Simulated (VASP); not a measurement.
The system is CO2.

```xyz
6
Lattice="-1.9747 1.9747 3.0141 1.9747 -1.9747 3.0141 1.9747 1.9747 -3.0141" Properties=species:S:1:pos:R:3 pbc="T T T"
C     0.0000    1.9747    1.5070
C     0.0000    0.0000    0.0000
O    -0.9874    1.3223    2.2605
O     2.9621    0.6525   -0.7535
O     0.6525    0.9874    0.7535
O     1.3223    0.9874    3.7676
```

- Program: VASP 6.6.1
- Task: relaxation of cell and atoms
- Functional: LDA
- Potentials or basis: VASP PAW LDA potentials, release 64 (C, O)
- Cutoff: 600 eV
- k mesh: 8 × 8 × 8
- Occupations: fermi-dirac, width 0.02 eV
- Spin: no spin polarisation

At the start: pressure -12.4 GPa; volume 7.84 Å³/atom.

Q: Where does the relaxation end?

A: Over 11 steps the energy falls by 16.1 meV/atom and the volume is 7.37 Å³/atom (-5.9 %); space group I-42d (No. 122, to 0.1 Å) before and after.

The path:
```
step  energy change (eV)  largest force (eV/Å)  pressure (GPa)  volume (Å³)
   1              0.0000                0.4247          -12.43        47.01
   2              0.0844                1.4683           18.81        43.00
   3             -0.0769                0.2920           -1.12        45.31
   4             -0.0770                0.3074           -0.88        45.28
   5             -0.0915                0.1576           -0.44        44.79
   6             -0.0954                0.0072            0.01        44.33
   7             -0.0955                0.0210           -0.01        44.37
   8             -0.0960                0.0047           -0.16        44.36
   9             -0.0966                0.0332           -0.56        44.32
  10             -0.0967                0.0055            0.09        44.23
  11             -0.0967                0.0013           -0.02        44.24
```

Final structure:
```yaml
crystal:
  lattice:
    - [-1.93558, 1.93558, 2.95217]
    - [1.93558, -1.93558, 2.95217]
    - [1.93558, 1.93558, -2.95217]
  atoms:
    - { symbol: C, position: [0.75000, 0.25000, 0.50000] }
    - { symbol: C, position: [0.00000, 0.00000, 0.00000] }
    - { symbol: O, position: [0.70498, 0.12500, 0.07998] }
    - { symbol: O, position: [0.04502, 0.62500, 0.92002] }
    - { symbol: O, position: [0.37500, 0.29502, 0.42002] }
    - { symbol: O, position: [0.87500, 0.95498, 0.57998] }
```
